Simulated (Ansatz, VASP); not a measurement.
WSe2: VASP beside Ansatz

```
W Se
1.0
     3.24881    0.00000    0.00000
    -1.62441    2.81355    0.00000
     0.00000    0.00000   13.45434
W Se
2 4
Cartesian
  1.6244 0.9379 10.0908
  0.0000 1.8757 3.3636
  0.0000 1.8757 11.7746
  1.6244 0.9379 5.0474
  0.0000 1.8757 8.4069
  1.6244 0.9379 1.6797
```

Change from the starting cell: equal strain along all axes, cell held, atoms relaxed: -2.0 %.

Alike in both runs: functional r2SCAN; k mesh 12 × 12 × 2; occupations gaussian, width 0.02 eV; no spin polarisation.

Ansatz relaxed the structure, and its values are those at the end. VASP's run is a single point on that final structure, the one shown.

|  | VASP | Ansatz |
| --- | --- | --- |
| version | VASP 6.6.1 | Ansatz 0.2.0 |
| potentials or method | VASP PAW PBE potentials, release 64 (W_sv, Se), cutoff 520 eV | scalar-relativistic, plane waves, PAW |
| valence electrons in the cell | 52 | 92 |

```tsv
	VASP	Ansatz	Ansatz less VASP
gap on the k mesh at the Fermi level (eV)	1.30	1.31	+0.004
least direct gap on the mesh (eV)	1.83	1.84	+0.003
pressure (GPa)	4.1	3.7	-0.36
rms of the force components (eV/Å)	0.023	0.000	-0.0228
```

VASP's potentials were made for PBE, not for r2SCAN. The functional is the same, so the differences come from potentials, cutoffs and numerics. VASP's potentials hold 52 valence electrons a cell and Ansatz's 92, so a difference there can come from the potentials and not from the codes. Ansatz's warnings: stress scf threshold loose.

Spin-orbit coupling is off throughout.
